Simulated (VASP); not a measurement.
# HC2 in VASP: single point with PBEsol

Aim: the single point of HC2 with PBEsol.

All numbers are computed with VASP 6.6.1; they aren't measurements. Logs are shortened: lines on timing, memory, paths and dates and some standing lists are left out, and cuts for length are marked.

## Step 1: The cell of the first run

The cell holds a slab with vacuum, 24 atoms: a = 5.049 Å, b = 5.049 Å, c = 17.776 Å, α = 90.00°, β = 90.00°, γ = 60.00°.

## Step 2: Single point, PBEsol

The input, INCAR:

```
PREC = Accurate
ENCUT = 520
EDIFF = 1E-6
ISMEAR = 0
SIGMA = 0.05
LREAL = Auto
LASPH = True
NELM = 100
ALGO = Normal
ISIF = 2
LWAVE = False
LCHARG = False
GGA = PS
NBANDS = 54
```

The input, KPOINTS:

```
Automatic mesh
0
Gamma
  3 3 1
```

The input, POSCAR:

```
HC2
1.0
    5.0487420000      0.0000000000      0.0000000000
    2.5243710000      4.3723390000      0.0000000000
    0.0000000000      0.0000000000     17.7764260000
H C
8 16
Direct
    0.1666666800      0.1666666700      0.0562542800
    0.6666667300      0.1666666700      0.0562542800
    0.1666666900      0.6666667000      0.0562542800
    0.6666667300      0.6666667000      0.0562542800
    0.5000181830     -0.0000522190      0.3237270019
   -0.0000290310      0.5000168345      0.3237341929
    0.5000261140      0.5000272166      0.3237433543
    1.0003812155      0.9992788317      0.3237237360
    0.1666666800      0.1666666700      0.1181339800
    0.6666667300      0.1666666700      0.1181339800
    0.1666666900      0.6666667000      0.1181339800
    0.6666667300      0.6666667000      0.1181339800
   -0.1666666700      0.3333333500      0.1471209700
    0.3333333700      0.3333333500      0.1471209700
   -0.1666666600      0.8333333700      0.1471209700
    0.3333333800      0.8333333700      0.1471209700
   -0.1666239101      0.3332298398      0.2339383883
    0.3333603003      0.3332654595      0.2339317806
   -0.1666272844      0.8332404355      0.2339168178
    0.3333841886      0.8332535062      0.2339164617
    0.0000805071     -0.0001542337      0.2611113238
    0.5000437819     -0.0000839118      0.2611097378
    0.0000178892      0.4999208343      0.2611185127
    0.5000384837      0.4999285402      0.2611170618
```

Potentials or basis: VASP PAW PBE potentials, release 64 (H, C).

On the command line:

```
$ cat potpaw_PBE.64/H/POTCAR potpaw_PBE.64/C/POTCAR > POTCAR
$ mpirun -np 1 vasp_std > vasp.out
```

OUTCAR:

```text
PREC = Accurate
   ENCUT = 520
   EDIFF = 1E-6
   ISMEAR = 0
   LREAL = Auto
   LASPH = True
   NELM = 100
   ISIF = 2
   GGA = PS

 ion  position               nearest neighbor table
   1  0.167  0.167  0.056-   9 1.10
   2  0.667  0.167  0.056-  10 1.10
   3  0.167  0.667  0.056-  11 1.10
   4  0.667  0.667  0.056-  12 1.10
   5  0.500  1.000  0.324-  22 1.11
   6  1.000  0.500  0.324-  23 1.11
   7  0.500  0.500  0.324-  24 1.11
   8  0.000  0.999  0.324-  21 1.11
   9  0.167  0.167  0.118-   1 1.10  16 1.55  13 1.55  14 1.55
  10  0.667  0.167  0.118-   2 1.10  13 1.55  15 1.55  14 1.55
  11  0.167  0.667  0.118-   3 1.10  15 1.55  14 1.55  16 1.55
  12  0.667  0.667  0.118-   4 1.10  15 1.55  16 1.55  13 1.55
  13  0.833  0.333  0.147-  17 1.54  10 1.55   9 1.55  12 1.55
  14  0.333  0.333  0.147-  18 1.54  11 1.55  10 1.55   9 1.55
[... 8 lines left out ...]
  23  0.000  0.500  0.261-   6 1.11  17 1.54  19 1.54  18 1.54
  24  0.500  0.500  0.261-   7 1.11  17 1.54  18 1.54  20 1.54

  LATTYP: Found a hexagonal cell.
 ALAT       =     5.0487421480
 C/A-ratio  =     3.5209613561

  Lattice vectors:

 A1 = (  -2.5243710000,  -4.3723390000,   0.0000000000)
 A2 = (   5.0487420000,   0.0000000000,   0.0000000000)
 A3 = (   0.0000000000,   0.0000000000,  17.7764260000)

Analysis of symmetry for initial positions (statically):
=====================================================================
 Subroutine PRICEL returns:
 Original cell was already a primitive cell.

 Routine SETGRP: Setting up the symmetry group for a
 hexagonal supercell.

 Subroutine GETGRP returns: Found  1 space group operations
 (whereof  1 operations were pure point group operations)
 out of a pool of 24 trial point group operations.

The static configuration has the point symmetry C_1 .

Analysis of symmetry for dynamics (positions and initial velocities):
=====================================================================
 Subroutine PRICEL returns:
 Original cell was already a primitive cell.

 Routine SETGRP: Setting up the symmetry group for a
 hexagonal supercell.

 Subroutine GETGRP returns: Found  1 space group operations
 (whereof  1 operations were pure point group operations)
 out of a pool of 24 trial point group operations.

The dynamic configuration has the point symmetry C_1 .

 Subroutine INISYM returns: Found  1 space group operations
 (whereof  1 operations are pure point group operations),
 and found     1 'primitive' translations

----------------------------------------------------------------------------------------

                                     Primitive cell

  volume of cell :     392.4113

  direct lattice vectors                    reciprocal lattice vectors
     5.048742000  0.000000000  0.000000000     0.198069143 -0.114355268  0.000000000
     2.524371000  4.372339000  0.000000000     0.000000000  0.228710537  0.000000000
     0.000000000  0.000000000 17.776426000     0.000000000  0.000000000  0.056254277

  length of vectors
     5.048742000  5.048742148 17.776426000     0.228710544  0.228710537  0.056254277

  position of ions in fractional coordinates (direct lattice)
     0.166666680  0.166666670  0.056254280
     0.666666730  0.166666670  0.056254280
     0.166666690  0.666666700  0.056254280
     0.666666730  0.666666700  0.056254280
     0.500018183  0.999947781  0.323727002
     0.999970969  0.500016835  0.323734193
[... 16 lines left out ...]
     0.000017889  0.499920834  0.261118513
     0.500038484  0.499928540  0.261117062

  ion indices of the primitive-cell ions
   primitive index   ion index
                 1           1
                 2           2
                 3           3
                 4           4
                 5           5
                 6           6
[... 16 lines left out ...]
                23          23
                24          24

----------------------------------------------------------------------------------------

 KPOINTS: Automatic mesh

Automatic generation of k-mesh.
 Grid dimensions read from file:
 generate k-points for:    3    3    1

 Generating k-lattice:

  Cartesian coordinates                     Fractional coordinates (reciprocal lattice)
     0.066023048 -0.038118423  0.000000000     0.333333333 -0.000000000  0.000000000
     0.000000000  0.076236846  0.000000000     0.000000000  0.333333333  0.000000000
     0.000000000  0.000000000  0.056254277     0.000000000  0.000000000  1.000000000

  Length of vectors
     0.076236848  0.076236846  0.056254277

  Shift w.r.t. Gamma in fractional coordinates (k-lattice)
     0.000000000  0.000000000  0.000000000

 Subroutine IBZKPT returns following result:
 ===========================================

 Found      5 irreducible k-points:

 Following reciprocal coordinates:
            Coordinates               Weight
  0.000000  0.000000  0.000000      1.000000
  0.333333 -0.000000  0.000000      2.000000
  0.333333  0.333333  0.000000      2.000000
  0.000000  0.333333  0.000000      2.000000
 -0.333333  0.333333  0.000000      2.000000
   k-points           NKPTS =      5   k-points in BZ     NKDIM =      5   number of bands    NBANDS=     54
   number of dos      NEDOS =    301   number of ions     NIONS =     24
   total plane-waves  NPLWV = 224000
   dimension x,y,z NGX =    40 NGY =   40 NGZ =  140
   dimension x,y,z NGXF=    80 NGYF=   80 NGZF=  280
   ions per type =               8  16
   NGX,Y,Z   is equivalent  to a cutoff of  13.17, 13.17, 13.09 a.u.
   NGXF,Y,Z  is equivalent  to a cutoff of  26.34, 26.34, 26.19 a.u.
 SYSTEM =  unknown system
   PREC   = accura    normal or accurate (medium, high low for compatibility)
   ISTART =      0    job   : 0-new  1-cont  2-samecut
   ICHARG =      2    charge: 1-file 2-atom 10-const
   ISPIN  =      1    spin polarized calculation?
   LNONCOLLINEAR =      F non collinear calculations
   LSORBIT =      F    spin-orbit coupling
   LASPH  =      T    aspherical Exc in radial PAW
   ENCUT  =  520.0 eV  38.22 Ry    6.18 a.u.   9.39  9.39 33.05*2*pi/ulx,y,z
   NELM   =    100;   NELMIN=  2; NELMDL= -5     # of ELM steps
   EDIFF  = 0.1E-05   stopping-criterion for ELM
   LREAL  =      T    real-space projection
   EDIFFG = 0.1E-04   stopping-criterion for IOM
   NSW    =      0    number of steps for IOM
   IBRION =     -1    ionic relax: 0-MD 1-quasi-New 2-CG
   NFREE  =      0    steps in history (QN), initial steepest desc. (CG)
   ISIF   =      2    stress and relaxation
   ISYM   =      2    0-nonsym 1-usesym 2-fastsym
   POTIM  = 0.5000    time-step for ionic-motion
   TEBEG  =    0.0;   TEEND  =   0.0 temperature during run
   PSTRESS=    0.0 pullay stress
   NELECT =      72.0000    total number of electrons
   NUPDOWN=      -1.0000    fix difference up-down
   EMIN   =  10.00;   EMAX   =-10.00  energy-range for DOS
   EFERMI =   0.00;   METHOD = LEGACY
   ISMEAR =     0;   SIGMA  =   0.05  broadening in eV -4-tet -1-fermi 0-gaus
   EFERMI_NEDOS =   21; number of points for ismear=-14 and -15
   IALGO  =     38    algorithm
   IMIX   =      4    mixing-type and parameters
     AMIX     =   0.40;   BMIX     =  1.00
     AMIX_MAG =   1.60;   BMIX_MAG =  1.00
  volume/ion in A,a.u.               =      16.35       110.34
  Fermi-wavevector in a.u.,A,eV,Ry     =   0.930262  1.757940 11.774305  0.865387
  Thomas-Fermi vector in A             =   2.056632
   LORBIT       =      0    0 simple, 1 ext, 2 COOP (PROOUT), +10 PAW based schemes
   GGA     = PS    functional components
   LHFCALC =     F    Hartree Fock is set to
   AEXX    =    0.0000 exact exchange contribution
   IVDW    =     0    specifies the selected vdW correction
   LEPSILON=     F    determine dielectric tensor
   LRPA    =     F    only Hartree local field effects (RPA)
 non-spin polarized calculation
 Gauss-broadening in eV      SIGMA  =   0.05
  energy-cutoff  :      520.00
  volume of cell :      392.41
 maximum number of plane-waves:     10627
 NGX is ok and might be reduce to    40
   NGX = 19   NGY = 19   NGZ = 67

 number of electron      72.0000000 magnetization

 Free energy of the ion-electron system (eV)
  ---------------------------------------------------
  ext. energy  EPLUGINS =         0.00000000
  ---------------------------------------------------
  free energy    TOTEN  =      -182.44138523 eV

  energy without entropy =     -182.44138523  energy(sigma->0) =     -182.44138523

 E-fermi :  -0.4298     XC(G=0):  -4.6359

 val. band max:       -0.6679391426   @ k =   0.0000   0.0000   0.0000
 cond. band min:       2.2817871735   @ k =   0.0000   0.0000   0.0000
 fundamental gap:      2.9497263161
 Fermi energy:        -0.4297714855

 k-point     1 :       0.0000    0.0000    0.0000
  band No.  band energies     occupation
      1     -20.4627      2.00000
      2     -17.7448      2.00000
      3     -15.1876      2.00000
      4     -15.1875      2.00000
      5     -15.1860      2.00000
      6     -14.1084      2.00000
[... 40 lines left out ...]
     47       6.5584      0.00000
     48       6.7456      0.00000

 k-point     2 :       0.3333   -0.0000    0.0000
  band No.  band energies     occupation
      1     -19.7879      2.00000
      2     -17.8031      2.00000
      3     -17.0998      2.00000
      4     -15.9211      2.00000
      5     -15.9207      2.00000
      6     -15.2245      2.00000
[... 40 lines left out ...]
     47       6.8420      0.00000
     48       6.8438      0.00000

 k-point     3 :       0.3333    0.3333    0.0000
  band No.  band energies     occupation
      1     -19.7879      2.00000
      2     -17.8031      2.00000
      3     -17.0998      2.00000
      4     -15.9212      2.00000
      5     -15.9206      2.00000
      6     -15.2245      2.00000
[... 40 lines left out ...]
     47       6.8419      0.00000
     48       6.8438      0.00000

 k-point     4 :       0.0000    0.3333    0.0000
  band No.  band energies     occupation
      1     -19.7879      2.00000
      2     -17.8032      2.00000
      3     -17.0998      2.00000
      4     -15.9211      2.00000
      5     -15.9204      2.00000
      6     -15.2246      2.00000
[... 40 lines left out ...]
     47       6.8428      0.00000
     48       6.8429      0.00000

 k-point     5 :      -0.3333    0.3333    0.0000
  band No.  band energies     occupation
      1     -18.4570      2.00000
      2     -18.4564      2.00000
      3     -18.4557      2.00000
      4     -15.8346      2.00000
      5     -15.8341      2.00000
      6     -15.8337      2.00000
[... 40 lines left out ...]
     47       6.8430      0.00000
     48       6.9791      0.00000
 [bands above 48 left out]

------------------------ aborting loop because EDIFF is reached ----------------------------------------

  FORCE on cell =-STRESS in cart. coord.  units (eV):
  Direction    XX          YY          ZZ          XY          YZ          ZX
  --------------------------------------------------------------------------------------
  -------------------------------------------------------------------------------------
  Total       -2.1007280     -2.1084656     -0.2629042     -0.0000257      0.0369214     -0.0005326
  in kB       -8.5770698     -8.6086617     -1.0734124     -0.0001048      0.1507465     -0.0021745
  external PRESSURE =      -6.0863813 kB  Pullay stress =       0.0000000 kB

 VOLUME and BASIS-vectors are now :
 -----------------------------------------------------------------------------
  energy-cutoff  :      520.00
  volume of cell :      392.41
      direct lattice vectors                 reciprocal lattice vectors
     5.048742000  0.000000000  0.000000000     0.198069143 -0.114355268  0.000000000
     2.524371000  4.372339000  0.000000000     0.000000000  0.228710537  0.000000000
     0.000000000  0.000000000 17.776426000     0.000000000  0.000000000  0.056254277

 POSITION                                       TOTAL-FORCE (eV/Angst)
 -----------------------------------------------------------------------------------
      1.26219      0.72872      1.00000         0.000019     -0.000030     -0.330824
      3.78656      0.72872      1.00000        -0.000051     -0.000066     -0.330816
      2.52437      2.91489      1.00000         0.000031     -0.000012     -0.330785
      5.04874      2.91489      1.00000         0.000012     -0.000361     -0.330803
      5.04870      4.37211      5.75471         0.000214     -0.000873      0.041836
      6.31082      2.18624      5.75484         0.000318     -0.000564      0.042328
[... 16 lines left out ...]
      1.26208      2.18582      4.64175         0.001718     -0.000423     -0.004565
      3.78657      2.18586      4.64173        -0.000061     -0.000623      0.000770
 -----------------------------------------------------------------------------------
    total drift:                               -0.000255     -0.004308     -0.028154

  FREE ENERGIE OF THE ION-ELECTRON SYSTEM (eV)
  ---------------------------------------------------
  free  energy   TOTEN  =      -182.4413852281 eV

  energy  without entropy=     -182.4413852281  energy(sigma->0) =     -182.44138523
```

Run time: 7.3 min. Hardware: 1 thread of Intel Xeon 8259CL, shared host; peak memory 0.49 GiB.

Results:

| Quantity | Value |
| --- | --- |
| Free energy | -182.4414 eV |
| Largest force | 1.313 eV/Å |
| Band gap on the k mesh | 2.95 eV |

Forces on the atoms (eV/Å):
```
H    0.000  0.000 -0.331
H    0.000  0.000 -0.331
H    0.000  0.000 -0.331
H    0.000  0.000 -0.331
H    0.000 -0.001  0.042
H    0.000 -0.001  0.042
H   -0.001 -0.001  0.037
H    0.000  0.011  0.044
C    0.000  0.000  1.313
C    0.000  0.000  1.313
C    0.000  0.000  1.312
C    0.000  0.000  1.312
C    0.000 -0.004 -1.025
C    0.000 -0.001 -1.027
C   -0.001 -0.003 -1.031
C    0.001 -0.003 -1.031
C    0.000  0.000  0.006
C    0.000  0.001  0.003
C    0.000  0.002  0.013
C    0.000 -0.001  0.011
C   -0.001  0.000 -0.004
C    0.000  0.002 -0.002
C    0.002  0.000 -0.005
C    0.000 -0.001  0.001
```

Caveat: the k points lie up to 0.48 Å⁻¹ apart; the PAW data sets were made with another functional, which shifts forces and pressure a little.
